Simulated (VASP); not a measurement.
# SiNi (Pmmn) in VASP: single point with PBE

Aim: the single point of SiNi with PBE.

All numbers are computed with VASP 6.6.1; they aren't measurements. Logs are shortened: lines on timing, memory, paths and dates and some standing lists are left out, and cuts for length are marked.

**1. The cell of the first run**

The structure is orthorhombic, space group Pmmn (No. 59). Conventional cell: a = 2.903 Å, b = 3.421 Å, c = 4.709 Å, α = 90.00°, β = 90.00°, γ = 90.00°. Si (site symmetry mm2) has 6 Ni at 2.35 to 2.41 Å and 6 Si at 2.69 to 2.90 Å within 3.1 Å. Within 3.1 Å of Ni (site symmetry mm2) lie 6 Si at 2.35 to 2.41 Å and 6 Ni at 2.69 to 2.90 Å.

**2. Single point, PBE (strain -0.0500 x Voigt [1, -1, 0, 0, 0, 0])**

Contents of INCAR:

```
SYSTEM = SiNi
PREC     = Accurate       ! precision mode
ENCUT    = 520            ! plane-wave cutoff, eV
EDIFF    = 1E-6           ! SCF threshold, eV
ISMEAR   = 0              ! smearing method
SIGMA    = 0.15           ! smearing width, eV
LREAL    = .False.        ! projectors in reciprocal space
LASPH    = .True.         ! aspherical terms in the spheres
NELM     = 60             ! most SCF steps
ALGO     = Normal         ! electronic algorithm
ISIF     = 2              ! what is computed and relaxed
LWAVE    = .False.        ! write WAVECAR
LCHARG   = .False.        ! write CHGCAR
GGA      = PE             ! functional
NBANDS   = 22             ! bands
```

Contents of KPOINTS:

```
regular mesh
0
Gamma
  16 14 10
  0 0 0
```

Contents of POSCAR:

```
SiNi
1.0
    2.9025193866      0.0000000000      0.0000000000
    0.0000000000      3.4212304641      0.0000000000
    0.0000000000      0.0000000000      4.7093899524
Si Ni
2 2
Direct
    0.5000000000      0.5000000000      0.8431827238
    0.0000000000      0.0000000000      0.1568172762
    0.5000000000      0.5000000000      0.3423059774
    0.0000000000      0.0000000000      0.6576940226
```

Potentials or basis: VASP PAW PBE potentials, release 64 (Si, Ni).

Command:

```
> cat potpaw_PBE.64/Si/POTCAR potpaw_PBE.64/Ni/POTCAR > POTCAR
> mpirun -np 1 vasp_std > vasp.out
```

OUTCAR:

```text
SYSTEM = SiNi
   PREC = Accurate
   ENCUT = 520
   EDIFF = 1E-6
   ISMEAR = 0
   LREAL = .False.
   LASPH = .True.
   NELM = 60
   ISIF = 2
   GGA = PE

 ion  position               nearest neighbor table
   1  0.500  0.500  0.843-   3 2.35   3 2.36   4 2.41   4 2.41   4 2.41   4 2.41   2 2.69   2 2.69
                             2 2.69   2 2.69
   2  0.000  0.000  0.157-   4 2.35   4 2.36   3 2.41   3 2.41   3 2.41   3 2.41   1 2.69   1 2.69
                             1 2.69   1 2.69
   3  0.500  0.500  0.342-   1 2.35   1 2.36   2 2.41   2 2.41   2 2.41   2 2.41   4 2.69   4 2.69
                             4 2.69   4 2.69
   4  0.000  0.000  0.658-   2 2.35   2 2.36   1 2.41   1 2.41   1 2.41   1 2.41   3 2.69   3 2.69
                             3 2.69   3 2.69

  LATTYP: Found a simple orthorhombic cell.
 ALAT       =     2.9025193866
 B/A-ratio  =     1.1787106332
 C/A-ratio  =     1.6225180008

  Lattice vectors:

 A1 = (   2.9025193866,   0.0000000000,   0.0000000000)
 A2 = (   0.0000000000,   3.4212304641,   0.0000000000)
 A3 = (   0.0000000000,   0.0000000000,   4.7093899524)

Analysis of symmetry for initial positions (statically):
=====================================================================
 Subroutine PRICEL returns:
 Original cell was already a primitive cell.

 Routine SETGRP: Setting up the symmetry group for a
 simple orthorhombic supercell.

 Subroutine GETGRP returns: Found  8 space group operations
 (whereof  4 operations were pure point group operations)
 out of a pool of  8 trial point group operations.

The static configuration has the point symmetry C_2v.
 The point group associated with its full space group is D_2h.

Analysis of symmetry for dynamics (positions and initial velocities):
=====================================================================
 Subroutine PRICEL returns:
 Original cell was already a primitive cell.

 Routine SETGRP: Setting up the symmetry group for a
 simple orthorhombic supercell.

 Subroutine GETGRP returns: Found  8 space group operations
 (whereof  4 operations were pure point group operations)
 out of a pool of  8 trial point group operations.

The dynamic configuration has the point symmetry C_2v.
 The point group associated with its full space group is D_2h.

 Subroutine INISYM returns: Found  8 space group operations
 (whereof  4 operations are pure point group operations),
 and found     1 'primitive' translations

----------------------------------------------------------------------------------------

                                     Primitive cell

  volume of cell :      46.7651

  direct lattice vectors                    reciprocal lattice vectors
     2.902519387  0.000000000  0.000000000     0.344528276  0.000000000  0.000000000
     0.000000000  3.421230464  0.000000000     0.000000000  0.292292498  0.000000000
     0.000000000  0.000000000  4.709389952     0.000000000  0.000000000  0.212341728

  length of vectors
     2.902519387  3.421230464  4.709389952     0.344528276  0.292292498  0.212341728

  position of ions in fractional coordinates (direct lattice)
     0.500000000  0.500000000  0.843182724
     0.000000000  0.000000000  0.156817276
     0.500000000  0.500000000  0.342305977
     0.000000000  0.000000000  0.657694023

  ion indices of the primitive-cell ions
   primitive index   ion index
                 1           1
                 2           2
                 3           3
                 4           4

----------------------------------------------------------------------------------------

 KPOINTS: regular mesh

Automatic generation of k-mesh.
 Grid dimensions read from file:
 generate k-points for:   16   14   10

 Generating k-lattice:

  Cartesian coordinates                     Fractional coordinates (reciprocal lattice)
     0.021533017  0.000000000  0.000000000     0.062500000  0.000000000  0.000000000
     0.000000000  0.020878036  0.000000000     0.000000000  0.071428571  0.000000000
     0.000000000  0.000000000  0.021234173     0.000000000  0.000000000  0.100000000

  Length of vectors
     0.021533017  0.020878036  0.021234173

  Shift w.r.t. Gamma in fractional coordinates (k-lattice)
     0.000000000  0.000000000  0.000000000

 Subroutine IBZKPT returns following result:
 ===========================================

 Found    432 irreducible k-points:

 Following reciprocal coordinates:
            Coordinates               Weight
  0.000000  0.000000  0.000000      1.000000
  0.062500  0.000000  0.000000      2.000000
  0.125000  0.000000  0.000000      2.000000
  0.187500  0.000000  0.000000      2.000000
  0.250000  0.000000  0.000000      2.000000
  0.312500  0.000000  0.000000      2.000000
[... 16 lines left out ...]
  0.250000  0.142857  0.000000      4.000000
  0.312500  0.142857  0.000000      4.000000
 [... further k-points ...]
   k-points           NKPTS =    432   k-points in BZ     NKDIM =    432   number of bands    NBANDS=     22
   number of dos      NEDOS =    301   number of ions     NIONS =      4
   total plane-waves  NPLWV =  24192
   dimension x,y,z NGX =    24 NGY =   28 NGZ =   36
   dimension x,y,z NGXF=    48 NGYF=   56 NGZF=   72
   ions per type =               2   2
   NGX,Y,Z   is equivalent  to a cutoff of  13.75, 13.61, 12.71 a.u.
   NGXF,Y,Z  is equivalent  to a cutoff of  27.49, 27.21, 25.42 a.u.
 SYSTEM =  SiNi
   PREC   = accura    normal or accurate (medium, high low for compatibility)
   ISTART =      0    job   : 0-new  1-cont  2-samecut
   ICHARG =      2    charge: 1-file 2-atom 10-const
   ISPIN  =      1    spin polarized calculation?
   LNONCOLLINEAR =      F non collinear calculations
   LSORBIT =      F    spin-orbit coupling
   LASPH  =      T    aspherical Exc in radial PAW
   ENCUT  =  520.0 eV  38.22 Ry    6.18 a.u.   5.40  6.36  8.76*2*pi/ulx,y,z
   NELM   =     60;   NELMIN=  2; NELMDL= -5     # of ELM steps
   EDIFF  = 0.1E-05   stopping-criterion for ELM
   LREAL  =      F    real-space projection
   EDIFFG = 0.1E-04   stopping-criterion for IOM
   NSW    =      0    number of steps for IOM
   IBRION =     -1    ionic relax: 0-MD 1-quasi-New 2-CG
   NFREE  =      0    steps in history (QN), initial steepest desc. (CG)
   ISIF   =      2    stress and relaxation
   ISYM   =      2    0-nonsym 1-usesym 2-fastsym
   POTIM  = 0.5000    time-step for ionic-motion
   TEBEG  =    0.0;   TEEND  =   0.0 temperature during run
   PSTRESS=    0.0 pullay stress
   NELECT =      28.0000    total number of electrons
   NUPDOWN=      -1.0000    fix difference up-down
   EMIN   =  10.00;   EMAX   =-10.00  energy-range for DOS
   EFERMI =   0.00;   METHOD = LEGACY
   ISMEAR =     0;   SIGMA  =   0.15  broadening in eV -4-tet -1-fermi 0-gaus
   EFERMI_NEDOS =   21; number of points for ismear=-14 and -15
   IALGO  =     38    algorithm
   IMIX   =      4    mixing-type and parameters
     AMIX     =   0.40;   BMIX     =  1.00
     AMIX_MAG =   1.60;   BMIX_MAG =  1.00
  volume/ion in A,a.u.               =      11.69        78.90
  Fermi-wavevector in a.u.,A,eV,Ry     =   1.379813  2.607468 25.903902  1.903883
  Thomas-Fermi vector in A             =   2.504748
   LORBIT       =      0    0 simple, 1 ext, 2 COOP (PROOUT), +10 PAW based schemes
   GGA     = PE    functional components
   LHFCALC =     F    Hartree Fock is set to
   AEXX    =    0.0000 exact exchange contribution
   IVDW    =     0    specifies the selected vdW correction
   LEPSILON=     F    determine dielectric tensor
   LRPA    =     F    only Hartree local field effects (RPA)
 non-spin polarized calculation
 Gauss-broadening in eV      SIGMA  =   0.15
  energy-cutoff  :      520.00
  volume of cell :       46.77
 maximum number of plane-waves:      1281
 NGX is ok and might be reduce to    24
   NGX = 11   NGY = 13   NGZ = 17

 number of electron      28.0000009 magnetization

 Free energy of the ion-electron system (eV)
  ---------------------------------------------------
  ext. energy  EPLUGINS =         0.00000000
  ---------------------------------------------------
  free energy    TOTEN  =       -23.59546935 eV

  energy without entropy =      -23.58189248  energy(sigma->0) =      -23.58868092

 E-fermi :  11.1639     XC(G=0): -12.4357

 val. band max:       11.1608276908   @ k =   0.1875   0.1429   0.1000
 cond. band min:      11.1708624511   @ k =   0.1875   0.0714   0.3000
 fundamental gap:      0.0100347603
 Fermi energy:        11.1638627245

 k-point     1 :       0.0000    0.0000    0.0000
  band No.  band energies     occupation
      1      -2.6177      2.00000
      2       3.0657      2.00000
      3       4.8028      2.00000
      4       7.1393      2.00000
      5       7.3161      2.00000
      6       8.5221      2.00000
[... 14 lines left out ...]
     21      18.8658      0.00000
     22      19.2838      0.00000

 k-point     2 :       0.0625    0.0000    0.0000
  band No.  band energies     occupation
      1      -2.5500      2.00000
      2       3.1192      2.00000
      3       4.8568      2.00000
      4       7.1434      2.00000
      5       7.3467      2.00000
      6       8.3329      2.00000
[... 14 lines left out ...]
     21      18.5541      0.00000
     22      19.3493      0.00000

 k-point     3 :       0.1250    0.0000    0.0000
  band No.  band energies     occupation
      1      -2.3475      2.00000
      2       3.2764      2.00000
      3       5.0160      2.00000
      4       7.1083      2.00000
      5       7.4366      2.00000
      6       8.1209      2.00000
[... 14 lines left out ...]
     21      19.4635      0.00000
     22      19.6676      0.00000

 k-point     4 :       0.1875    0.0000    0.0000
  band No.  band energies     occupation
      1      -2.0115      2.00000
      2       3.5242      2.00000
      3       5.2715      2.00000
      4       6.8520      2.00000
      5       7.5795      2.00000
      6       7.9145      2.00000
[... 14 lines left out ...]
     21      19.6302      0.00000
     22      20.2470      0.00000

 k-point     5 :       0.2500    0.0000    0.0000
  band No.  band energies     occupation
      1      -1.5448      2.00000
      2       3.8225      2.00000
      3       5.6047      2.00000
      4       6.1998      2.00000
      5       7.7275      2.00000
      6       7.7655      2.00000
[... 14 lines left out ...]
     21      19.6340      0.00000
     22      19.8470      0.00000

 k-point     6 :       0.3125    0.0000    0.0000
  band No.  band energies     occupation
      1      -0.9512      2.00000
      2       3.9871      2.00000
      3       5.4577      2.00000
      4       5.9796      2.00000
      5       7.5717      2.00000
      6       7.7105      2.00000
[... 14 lines left out ...]
     21      20.0231      0.00000
     22      20.1148      0.00000

 k-point     7 :       0.3750    0.0000    0.0000
  band No.  band energies     occupation
      1      -0.2363      2.00000
      2       3.4713      2.00000
      3       5.3701      2.00000
      4       6.3212      2.00000
      5       7.4573      2.00000
      6       7.5402      2.00000
[... 324 lines left out ...]
      6       8.1115      2.00000
[... 14 lines left out ...]
     21      20.4950      0.00000
     22      20.6642      0.00000

 k-point    21 :       0.1250    0.1429    0.0000
  band No.  band energies     occupation
      1      -2.0978      2.00000
      2       3.3192      2.00000
      3       5.2149      2.00000
      4       6.3818      2.00000
      5       7.4926      2.00000
      6       7.9614      2.00000
[... 14 lines left out ...]
     21      20.0971      0.00000
     22      20.2692      0.00000

 k-point    22 :       0.1875    0.1429    0.0000
  band No.  band energies     occupation
      1      -1.7646      2.00000
      2       3.5569      2.00000
      3       5.4619      2.00000
      4       6.5090      2.00000
      5       7.3153      2.00000
      6       7.7537      2.00000
[... 14 lines left out ...]
     21      18.9566      0.00000
     22      21.4776      0.00000

 k-point    23 :       0.2500    0.1429    0.0000
  band No.  band energies     occupation
      1      -1.3018      2.00000
      2       3.8439      2.00000
      3       5.7809      2.00000
      4       6.2587      2.00000
      5       7.0746      2.00000
      6       7.6003      2.00000
[... 14 lines left out ...]
     21      17.7033      0.00000
     22      21.5632      0.00000

 k-point    24 :       0.3125    0.1429    0.0000
  band No.  band energies     occupation
      1      -0.7136      2.00000
      2       4.0232      2.00000
      3       5.5822      2.00000
      4       6.1367      2.00000
      5       7.1364      2.00000
      6       7.4075      2.00000
[... 14 lines left out ...]
     21      17.7417      0.00000
     22      21.4649      0.00000

 [... further k-points ...]

------------------------ aborting loop because EDIFF is reached ----------------------------------------

  FORCE on cell =-STRESS in cart. coord.  units (eV):
  Direction    XX          YY          ZZ          XY          YZ          ZX
  --------------------------------------------------------------------------------------
  -------------------------------------------------------------------------------------
  Total        0.3437399     -0.9022201      0.0942265      0.0000000      0.0000000      0.0000000
  in kB       11.7765602    -30.9101382      3.2282092      0.0000000      0.0000000      0.0000000
  external PRESSURE =      -5.3017896 kB  Pullay stress =       0.0000000 kB

 VOLUME and BASIS-vectors are now :
 -----------------------------------------------------------------------------
  energy-cutoff  :      520.00
  volume of cell :       46.77
      direct lattice vectors                 reciprocal lattice vectors
     2.902519387  0.000000000  0.000000000     0.344528276  0.000000000  0.000000000
     0.000000000  3.421230464  0.000000000     0.000000000  0.292292498  0.000000000
     0.000000000  0.000000000  4.709389952     0.000000000  0.000000000  0.212341728

 POSITION                                       TOTAL-FORCE (eV/Angst)
 -----------------------------------------------------------------------------------
      1.45126      1.71062      3.97088         0.000000      0.000000     -0.100372
      0.00000      0.00000      0.73851         0.000000      0.000000      0.100372
      1.45126      1.71062      1.61205         0.000000      0.000000     -0.015352
      0.00000      0.00000      3.09734         0.000000      0.000000      0.015352
 -----------------------------------------------------------------------------------
    total drift:                                0.000000      0.000000      0.000000

  FREE ENERGIE OF THE ION-ELECTRON SYSTEM (eV)
  ---------------------------------------------------
  free  energy   TOTEN  =       -23.5954693531 eV

  energy  without entropy=      -23.5818924842  energy(sigma->0) =      -23.58868092
```

Wall time 3.5 min (1 thread of Intel Xeon 6975P-C, shared host); peak memory 0.47 GiB.

What came out:

- Free energy: -23.5955 eV
- Pressure: -0.5 GPa
- Largest force: 0.100 eV/Å
- Band gap on the k mesh: zero (bands 14 and 15 overlap by 1.65 eV)

Forces on the atoms (eV/Å):
```
Si   0.000  0.000 -0.100
Si   0.000  0.000  0.100
Ni   0.000  0.000 -0.015
Ni   0.000  0.000  0.015
```

Stress tensor (GPa, compression positive):
```
 1.18  0.00  0.00
 0.00 -3.09  0.00
 0.00  0.00  0.32
```

Levels at points of the mesh, in eV from the Fermi level:
```tsv
k point	band 10	band 11	band 12	band 13	band 14	band 15	band 16	band 17	band 18	band 19
(0.00, 0.00, 0.00)	-2.58	-2.09	-1.89	-1.83	-1.75	2.00	2.03	4.65	6.18	7.20
(0.50, 0.00, 0.00)	-2.53	-2.34	-2.34	-1.34	-1.34	1.88	1.88	3.12	3.12	5.56
(0.00, 0.50, 0.00)	-2.62	-2.18	-2.18	-2.01	-2.01	1.04	1.04	5.39	5.39	8.24
(0.50, 0.50, 0.00)	-3.12	-2.07	-2.07	-1.36	-1.36	1.52	1.52	1.95	1.95	4.04
(0.00, 0.00, 0.50)	-2.54	-2.41	-1.88	0.82	1.02	1.60	2.30	3.48	3.51	5.29
(0.50, 0.00, 0.50)	-2.26	-2.13	-2.13	-1.12	-1.12	3.27	3.27	4.81	4.81	5.59
(0.00, 0.50, 0.50)	-2.43	-2.03	-2.03	-1.83	-1.83	5.17	5.17	5.84	5.84	6.97
(0.50, 0.50, 0.50)	-2.58	-2.12	-2.12	-1.27	-1.27	-0.37	-0.37	1.04	1.04	8.27
```

Caveat: the cell differs from its parent crystal (strain -0.0500 x Voigt [1, -1, 0, 0, 0, 0]).
